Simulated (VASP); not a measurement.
BaTe: electric field gradients with PBE

Crystal: BaTe.

```
CELL_PARAMETERS angstrom
0.00000 3.41000 3.41000
3.41000 0.00000 3.41000
3.41000 3.41000 0.00000
ATOMIC_POSITIONS crystal
Ba 0.00000 0.00000 0.00000
Te 0.50000 0.50000 0.50000
```

* Program: VASP 6.6.1
* Task: electric field gradients
* Functional: PBE
* Potentials or basis: VASP PAW PBE potentials, release 64 (Ba_sv, Te)
* Cutoff: 520 eV
* k mesh: 10 × 10 × 10
* Occupations: fermi-dirac, width 0.05 eV
* Spin: no spin polarisation
* Dipole correction: no
* Further INCAR settings: ALGO = Normal; EDIFF = 1e-08; NBANDS = 15

The pressure is 4.2 GPa. The band gap on the k mesh is 1.33 eV, indirect (least direct gap 1.71 eV).

Levels at points of the mesh, in eV from the valence-band top:
```tsv
k point	band 5	band 6	band 7	band 8	band 9	band 10	band 11	band 12
(0.00, 0.00, 0.00)	-9.73	0.00	0.00	0.00	2.86	2.86	2.86	3.23
(0.50, 0.00, 0.00)	-8.74	-2.46	-1.30	-1.30	4.29	4.94	5.05	5.05
(0.50, 0.50, 0.00)	-9.50	-1.15	-0.38	-0.38	1.33	4.55	5.00	5.96
```

Wall time 42 s on 1 thread of AMD EPYC 9R45 96-Core Processor (Zen 5), with other jobs on the host, peak memory 0.21 GiB.

Caveat: without QUAD_EFG the Cq values of the log hold for a quadrupole moment of 1 mb, not for the nuclei; spin-orbit coupling is left out, which moves the levels of the heavy elements. A k mesh can miss the band edges.
